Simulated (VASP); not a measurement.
Here is a VASP 6.6.1 calculation.

The input INCAR:

```
PREC = Accurate ; ENCUT = 520
EDIFF = 1E-6 ; ISMEAR = 0
SIGMA = 0.02 ; LREAL = F
LASPH = T ; NELM = 80
ALGO = Normal ; ISIF = 2
LWAVE = F ; LCHARG = F
GGA = PE ; NBANDS = 35
```

KPOINTS

```
Automatic mesh
0
Gamma
  12 12 2
```

Contents of POSCAR:

```
Te2Mo
1.0
    3.5558501155      0.0000000000      0.0000000000
   -1.7779250578      3.0794565321      0.0000000000
    0.0000000000      0.0000000000     24.8667878798
Te Mo
4 2
Direct
    0.3333333333      0.6666666667      0.0809623557
    0.6666666667      0.3333333333      0.7736361116
    0.6666666667      0.3333333333      0.9190376443
    0.3333333333      0.6666666667      0.2263638884
    0.3333333333      0.6666666667      0.8463114917
    0.6666666667      0.3333333333      0.1536885083
```

Potentials or basis: VASP PAW PBE potentials, release 64 (Te, Mo_sv).

Run with:

```sh
$ cat potpaw_PBE.64/Te/POTCAR potpaw_PBE.64/Mo_sv/POTCAR > POTCAR
$ mpirun -np 1 vasp_std > vasp.out
```

Problem. What does it give for the band gap on the k mesh?

Solution. 1.05 eV, direct.

Problem. What does it give for the largest force?

Solution. 0.015 eV/Å.

Forces on the atoms (eV/Å):
```
Te   0.000  0.000 -0.014
Te   0.000  0.000 -0.015
Te   0.000  0.000  0.014
Te   0.000  0.000  0.015
Mo   0.000  0.000  0.000
Mo   0.000  0.000  0.000
```

Caveat: spin-orbit coupling is left out, which moves the levels of the heavy elements.
